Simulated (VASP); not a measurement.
A run of VASP 6.6.1:

The input INCAR:

```
PREC = Accurate
ENCUT = 520
EDIFF = 1E-6
ISMEAR = 0
SIGMA = 0.15
LREAL = False
LASPH = True
NELM = 80
ALGO = Normal
ISIF = 2
LWAVE = False
LCHARG = False
GGA = PS
NBANDS = 12
```

KPOINTS

```
regular mesh
0
Gamma
  22 22 22
```

Contents of POSCAR:

```
Ti
1.0
   -0.8683083754      1.7366167509      1.7366167509
    1.7366167509     -0.8683083754      1.7366167509
    1.7366167509      1.7366167509     -0.8683083754
Ti
1
Direct
    0.0000000000      0.0000000000      0.0000000000
```

Potentials or basis: VASP PAW PBE potentials, release 64 (Ti_sv).

Command:

```sh
$ cat potpaw_PBE.64/Ti_sv/POTCAR > POTCAR
$ mpirun -np 1 vasp_std > vasp.out
```

Hardware: 1 thread of Intel(R) Xeon(R) Platinum 8259CL CPU @ 2.50GHz (Skylake/Cascade Lake) (shared host).

Task: Estimate the wall time of this run.

Result: It took 52 s on 1 thread of Intel(R) Xeon(R) Platinum 8259CL CPU @ 2.50GHz (Skylake/Cascade Lake), with other jobs on the host, peak memory 0.18 GiB. Counts: scf iterations 12, k points 364.
